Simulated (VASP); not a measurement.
Write the native input for VASP 6.6.1 that does the following.

```
Task                   : single point
Functional             : r2SCAN
Potentials or basis    : VASP PAW PBE potentials, release 64 (Te)
Cutoff                 : 520 eV
k mesh                 : 9 × 9 × 9
Occupations            : fermi-dirac, width 0.05 eV
Spin                   : no spin polarisation
Dipole correction      : no
Further INCAR settings : ALGO = Normal; EDIFF = 1e-06; NBANDS = 9
```

Te:

```
Te
1.0
     2.25883    1.30414    1.65643
    -2.25883    1.30414    1.65643
     0.00000   -2.60827    1.65643
Te
1
Direct
  0.50000 0.50000 0.50000
```

One way to write it, as run:

POSCAR

```
Te
1.0
    2.2588318621      1.3041371837      1.6564347588
   -2.2588318621      1.3041371837      1.6564347588
    0.0000000000     -2.6082743673      1.6564347588
Te
1
Direct
    0.5000000000      0.5000000000      0.5000000000
```

INCAR.step1

```
ALGO     = Normal         # electronic algorithm
EDIFF    = 1E-4           # SCF threshold, eV
ENCUT    = 520            # plane-wave cutoff, eV
GGA      = PE             # functional
ISMEAR   = -1             # smearing method
LASPH    = T              # aspherical terms in the spheres
LCHARG   = F              # write CHGCAR
LREAL    = F              # projectors in reciprocal space
LWAVE    = T              # write WAVECAR
NBANDS   = 9              # bands
NELM     = 100            # most SCF steps
PREC     = Accurate       # precision mode
SIGMA    = 0.05           # smearing width, eV
```

INCAR.step2

```
ALGO     = Normal         # electronic algorithm
EDIFF    = 1E-6           # SCF threshold, eV
ENCUT    = 520            # plane-wave cutoff, eV
ISIF     = 2              # what is computed and relaxed
ISMEAR   = -1             # smearing method
ISTART   = 1            
LASPH    = T              # aspherical terms in the spheres
LCHARG   = F              # write CHGCAR
LMIXTAU  = T            
LREAL    = F              # projectors in reciprocal space
LWAVE    = F              # write WAVECAR
METAGGA  = R2SCAN         # meta-GGA
NBANDS   = 9              # bands
NELM     = 100            # most SCF steps
PREC     = Accurate       # precision mode
SIGMA    = 0.05           # smearing width, eV
```

KPOINTS

```
k-points
0
Gamma
  9 9 9
```

Potentials or basis: VASP PAW PBE potentials, release 64 (Te).

Run with:

```console
$ cat potpaw_PBE.64/Te/POTCAR > POTCAR
$ cp INCAR.step1 INCAR
$ mpirun -np 1 vasp_std > vasp.out
$ cp INCAR.step2 INCAR
$ mpirun -np 1 vasp_std > vasp.out
```

It gave:

- Pressure: 6.5 GPa
- Band gap on the k mesh: zero (band 3 reaches 10.63 eV, above the bottom of band 4 at 4.95 eV)

Caveat: the PAW data sets were made with another functional, which shifts forces and pressure a little; spin-orbit coupling is left out, which moves the levels of the heavy elements.

It took 30 s on 1 thread of Intel(R) Xeon(R) Platinum 8488C (Sapphire Rapids), on a shared host, peak memory 0.15 GiB.
